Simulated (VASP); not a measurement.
# Fe (Im-3m) in VASP: single point with LDA

Aim: the single point of Fe with LDA.

All numbers are computed with VASP 6.6.1; they aren't measurements. Logs are shortened: lines on timing, memory, paths and dates and some standing lists are left out, and cuts for length are marked.

**1. The cell of the first run**

It takes space group Im-3m (No. 229, cubic). Conventional cell: a = 2.752 Å, b = 2.752 Å, c = 2.752 Å, α = 90.00°, β = 90.00°, γ = 90.00°. Fe (site symmetry m-3m) has 14 Fe at 2.38 to 2.75 Å within 3.1 Å.

**2. Single point, LDA, collinear spin, ferromagnetic start**

Contents of INCAR:

```
SYSTEM = Fe
ALGO = Normal
EDIFF = 1E-6
ENCUT = 690
GGA_COMPAT = .False.
ISIF = 2
ISMEAR = 1
ISPIN = 2
LASPH = .True.
LCHARG = .False.
LMAXMIX = 4
LORBIT = 11
LREAL = .False.
LWAVE = .False.
MAGMOM = 2.4 2.4
NBANDS = 27
NELM = 200
PREC = Accurate
SIGMA = 0.1
```

Contents of KPOINTS:

```
k-points
0
Gamma
  18 18 18
  0 0 0
```

Contents of POSCAR:

```
Fe
1.0
    2.7518503831      0.0000000000      0.0000000000
    0.0000000000      2.7518503831      0.0000000000
    0.0000000000      0.0000000000      2.7518503831
Fe
2
Direct
    0.0000000000      0.0000000000      0.0000000000
    0.5000000000      0.5000000000      0.5000000000
```

Potentials or basis: VASP PAW LDA potentials, release 64 (Fe_sv).

On the command line:

```bash
cat potpaw_LDA.64/Fe_sv/POTCAR > POTCAR
mpirun -np 1 vasp_std > vasp.out
```

OUTCAR:

```text
SYSTEM = Fe
   EDIFF = 1E-6
   ENCUT = 690
   ISIF = 2
   ISMEAR = 1
   ISPIN = 2
   LASPH = .True.
   LORBIT = 11
   LREAL = .False.
   NELM = 200
   PREC = Accurate

 ion  position               nearest neighbor table
   1  0.000  0.000  0.000-   2 2.38   2 2.38   2 2.38   2 2.38   2 2.38   2 2.38   2 2.38   2 2.38

   2  0.500  0.500  0.500-   1 2.38   1 2.38   1 2.38   1 2.38   1 2.38   1 2.38   1 2.38   1 2.38

  LATTYP: Found a simple cubic cell.
 ALAT       =     2.7518503831

  Lattice vectors:

 A1 = (   2.7518503831,   0.0000000000,   0.0000000000)
 A2 = (   0.0000000000,   2.7518503831,   0.0000000000)
 A3 = (   0.0000000000,   0.0000000000,   2.7518503831)

Analysis of symmetry for initial positions (statically):
=====================================================================
 Subroutine PRICEL returns following result:

  LATTYP: Found a body centered cubic cell.
 ALAT       =     2.7518503831

  Lattice vectors:

 A1 = (   1.3759251915,   1.3759251916,  -1.3759251915)
 A2 = (  -1.3759251915,   1.3759251915,   1.3759251915)
 A3 = (   1.3759251915,  -1.3759251915,   1.3759251916)

   2 primitive cells build up your supercell.

 Routine SETGRP: Setting up the symmetry group for a
 simple cubic supercell.

 Subroutine GETGRP returns: Found 48 space group operations
 (whereof 48 operations were pure point group operations)
 out of a pool of 48 trial point group operations.

The static configuration has the point symmetry O_h .

Analysis of symmetry for dynamics (positions and initial velocities):
=====================================================================
 Subroutine PRICEL returns following result:

  LATTYP: Found a body centered cubic cell.
 ALAT       =     2.7518503831

  Lattice vectors:

 A1 = (   1.3759251915,   1.3759251916,  -1.3759251915)
 A2 = (  -1.3759251915,   1.3759251915,   1.3759251915)
 A3 = (   1.3759251915,  -1.3759251915,   1.3759251916)

   2 primitive cells build up your supercell.

 Routine SETGRP: Setting up the symmetry group for a
 simple cubic supercell.

 Subroutine GETGRP returns: Found 48 space group operations
 (whereof 48 operations were pure point group operations)
 out of a pool of 48 trial point group operations.

The dynamic configuration has the point symmetry O_h .

Analysis of structural, dynamic, and magnetic symmetry:
=====================================================================
 Subroutine PRICEL returns following result:

  LATTYP: Found a body centered cubic cell.
 ALAT       =     2.7518503831

  Lattice vectors:

 A1 = (   1.3759251915,   1.3759251916,  -1.3759251915)
 A2 = (  -1.3759251915,   1.3759251915,   1.3759251915)
 A3 = (   1.3759251915,  -1.3759251915,   1.3759251916)

   2 primitive cells build up your supercell.

 Routine SETGRP: Setting up the symmetry group for a
 simple cubic supercell.

 Subroutine GETGRP returns: Found 48 space group operations
 (whereof 48 operations were pure point group operations)
 out of a pool of 48 trial point group operations.

The overall configuration has the point symmetry O_h .

 Subroutine INISYM returns: Found 48 space group operations
 (whereof 48 operations are pure point group operations),
 and found     2 'primitive' translations

----------------------------------------------------------------------------------------

                                     Primitive cell

  volume of cell :      10.4194

  direct lattice vectors                    reciprocal lattice vectors
     1.375925192  1.375925192 -1.375925192     0.363391849  0.363391849  0.000000000
    -1.375925192  1.375925192  1.375925192    -0.000000000  0.363391849  0.363391849
     1.375925192 -1.375925192  1.375925192     0.363391849  0.000000000  0.363391849

  length of vectors
     2.383172339  2.383172339  2.383172339     0.513913682  0.513913682  0.513913682

  position of ions in fractional coordinates (direct lattice)
     0.000000000  0.000000000  0.000000000

  ion indices of the primitive-cell ions
   primitive index   ion index
                 1           1

----------------------------------------------------------------------------------------

 KPOINTS: k-points

Automatic generation of k-mesh.
 Grid dimensions read from file:
 generate k-points for:   18   18   18

 Generating k-lattice:

  Cartesian coordinates                     Fractional coordinates (reciprocal lattice)
     0.020188436  0.000000000  0.000000000     0.055555556  0.000000000  0.000000000
     0.000000000  0.020188436  0.000000000     0.000000000  0.055555556  0.000000000
     0.000000000  0.000000000  0.020188436     0.000000000  0.000000000  0.055555556

  Length of vectors
     0.020188436  0.020188436  0.020188436

  Shift w.r.t. Gamma in fractional coordinates (k-lattice)
     0.000000000  0.000000000  0.000000000

 Subroutine IBZKPT returns following result:
 ===========================================

 Found    220 irreducible k-points:

 Following reciprocal coordinates:
            Coordinates               Weight
  0.000000  0.000000  0.000000      1.000000
  0.055556  0.000000  0.000000      6.000000
  0.111111  0.000000  0.000000      6.000000
  0.166667  0.000000  0.000000      6.000000
  0.222222  0.000000  0.000000      6.000000
  0.277778  0.000000  0.000000      6.000000
[... 16 lines left out ...]
  0.277778  0.111111  0.000000     24.000000
  0.333333  0.111111  0.000000     24.000000
 [... further k-points ...]
   k-points           NKPTS =    220   k-points in BZ     NKDIM =    220   number of bands    NBANDS=     27
   number of dos      NEDOS =    301   number of ions     NIONS =      2
   total plane-waves  NPLWV =  13824
   dimension x,y,z NGX =    24 NGY =   24 NGZ =   24
   dimension x,y,z NGXF=    48 NGYF=   48 NGZF=   48
   ions per type =               2
   NGX,Y,Z   is equivalent  to a cutoff of  14.50, 14.50, 14.50 a.u.
   NGXF,Y,Z  is equivalent  to a cutoff of  29.00, 29.00, 29.00 a.u.
 SYSTEM =  Fe
   PREC   = accura    normal or accurate (medium, high low for compatibility)
   ISTART =      0    job   : 0-new  1-cont  2-samecut
   ICHARG =      2    charge: 1-file 2-atom 10-const
   ISPIN  =      2    spin polarized calculation?
   LNONCOLLINEAR =      F non collinear calculations
   LSORBIT =      F    spin-orbit coupling
   LASPH  =      T    aspherical Exc in radial PAW
   ENCUT  =  690.0 eV  50.71 Ry    7.12 a.u.   5.89  5.89  5.89*2*pi/ulx,y,z
   NELM   =    200;   NELMIN=  2; NELMDL= -5     # of ELM steps
   EDIFF  = 0.1E-05   stopping-criterion for ELM
   LREAL  =      F    real-space projection
   EDIFFG = 0.1E-04   stopping-criterion for IOM
   NSW    =      0    number of steps for IOM
   IBRION =     -1    ionic relax: 0-MD 1-quasi-New 2-CG
   NFREE  =      0    steps in history (QN), initial steepest desc. (CG)
   ISIF   =      2    stress and relaxation
   ISYM   =      2    0-nonsym 1-usesym 2-fastsym
   POTIM  = 0.5000    time-step for ionic-motion
   TEBEG  =    0.0;   TEEND  =   0.0 temperature during run
   PSTRESS=    0.0 pullay stress
   NELECT =      32.0000    total number of electrons
   NUPDOWN=      -1.0000    fix difference up-down
   EMIN   =  10.00;   EMAX   =-10.00  energy-range for DOS
   EFERMI =   0.00;   METHOD = LEGACY
   ISMEAR =     1;   SIGMA  =   0.10  broadening in eV -4-tet -1-fermi 0-gaus
   EFERMI_NEDOS =   21; number of points for ismear=-14 and -15
   IALGO  =     38    algorithm
   IMIX   =      4    mixing-type and parameters
     AMIX     =   0.40;   BMIX     =  1.00
     AMIX_MAG =   1.60;   BMIX_MAG =  1.00
  volume/ion in A,a.u.               =      10.42        70.31
  Fermi-wavevector in a.u.,A,eV,Ry     =   1.888716  3.569156 48.535360  3.567248
  Thomas-Fermi vector in A             =   2.930470
   LORBIT       =     11    0 simple, 1 ext, 2 COOP (PROOUT), +10 PAW based schemes
   GGA     = CA    functional components
   LHFCALC =     F    Hartree Fock is set to
   AEXX    =    0.0000 exact exchange contribution
   IVDW    =     0    specifies the selected vdW correction
   LEPSILON=     F    determine dielectric tensor
   LRPA    =     F    only Hartree local field effects (RPA)
 spin polarized calculation
 Methfessel and Paxton  Order N= 1 SIGMA  =   0.10
  energy-cutoff  :      690.00
  volume of cell :       20.84
 maximum number of plane-waves:       877
 NGX is ok and might be reduce to    24
   NGX = 11   NGY = 11   NGZ = 11

 number of electron      31.9999940 magnetization       3.9194928

 Free energy of the ion-electron system (eV)
  ---------------------------------------------------
  ext. energy  EPLUGINS =         0.00000000
  ---------------------------------------------------
  free energy    TOTEN  =       -18.61735293 eV

  energy without entropy =      -18.61654692  energy(sigma->0) =      -18.61708426

 E-fermi :  13.2683     XC(G=0): -14.6700

 val. band max:       13.2634798591   @ k =   0.2778   0.1667   0.1667
 cond. band min:      13.2685034413   @ k =   0.4444   0.1667   0.0000
 fundamental gap:      0.0050235822
 Fermi energy:        13.2683436532

 spin component 1

 k-point     1 :       0.0000    0.0000    0.0000
  band No.  band energies     occupation
      1     -73.8904      1.00000
      2     -73.6827      1.00000
      3     -40.5207      1.00000
      4     -40.5207      1.00000
      5     -40.5207      1.00000
      6     -40.1132      1.00000
[... 709 lines left out ...]
     26      34.6991      0.00000
     27      35.4295      0.00000

 [... further k-points ...]

 spin component 2

 k-point     1 :       0.0000    0.0000    0.0000
  band No.  band energies     occupation
      1     -71.7347      1.00000
      2     -71.5128      1.00000
      3     -38.4443      1.00000
      4     -38.4443      1.00000
      5     -38.4443      1.00000
      6     -38.0059      1.00000
[... 709 lines left out ...]
     26      35.1883      0.00000
     27      36.1039      0.00000

 [... further k-points ...]

------------------------ aborting loop because EDIFF is reached ----------------------------------------

  FORCE on cell =-STRESS in cart. coord.  units (eV):
  Direction    XX          YY          ZZ          XY          YZ          ZX
  --------------------------------------------------------------------------------------
  -------------------------------------------------------------------------------------
  Total       -0.3291575     -0.3291575     -0.3291575     -0.0000000      0.0000000     -0.0000000
  in kB      -25.3069526    -25.3069526    -25.3069526     -0.0000000      0.0000000     -0.0000000
  external PRESSURE =     -25.3069526 kB  Pullay stress =       0.0000000 kB

 VOLUME and BASIS-vectors are now :
 -----------------------------------------------------------------------------
  energy-cutoff  :      690.00
  volume of cell :       20.84
      direct lattice vectors                 reciprocal lattice vectors
     2.751850383  0.000000000  0.000000000     0.363391849  0.000000000  0.000000000
     0.000000000  2.751850383  0.000000000     0.000000000  0.363391849  0.000000000
     0.000000000  0.000000000  2.751850383     0.000000000  0.000000000  0.363391849

 POSITION                                       TOTAL-FORCE (eV/Angst)
 -----------------------------------------------------------------------------------
      0.00000      0.00000      0.00000         0.000000      0.000000     -0.000000
      1.37593      1.37593      1.37593        -0.000000     -0.000000      0.000000
 -----------------------------------------------------------------------------------
    total drift:                                0.000000      0.000000     -0.000000

  FREE ENERGIE OF THE ION-ELECTRON SYSTEM (eV)
  ---------------------------------------------------
  free  energy   TOTEN  =       -18.6173529323 eV

  energy  without entropy=      -18.6165469178  energy(sigma->0) =      -18.61708426

 total charge

# of ion       s       p       d       tot
------------------------------------------
    1        2.202   6.050   5.557  13.809
    2        2.202   6.050   5.557  13.809
--------------------------------------------------
tot          4.405  12.099  11.114  27.618

 magnetization (x)

# of ion       s       p       d       tot
------------------------------------------
    1       -0.001  -0.004   1.929   1.924
    2       -0.001  -0.004   1.929   1.924
--------------------------------------------------
tot         -0.001  -0.008   3.858   3.848
```

Run time: 2.4 min. Hardware: 1 thread of Intel Xeon Platinum 8259CL at 2.50GHz (Skylake/Cascade Lake), shared host; peak memory 0.32 GiB.

Results:

```
Free energy                                           : -18.6174 eV
Pressure                                              : -2.5 GPa
Net moment                                            : 3.92 μB per cell
Site moments                                          : Fe +1.92 μB
Valence electrons inside the program's atomic spheres : Fe 13.81
```
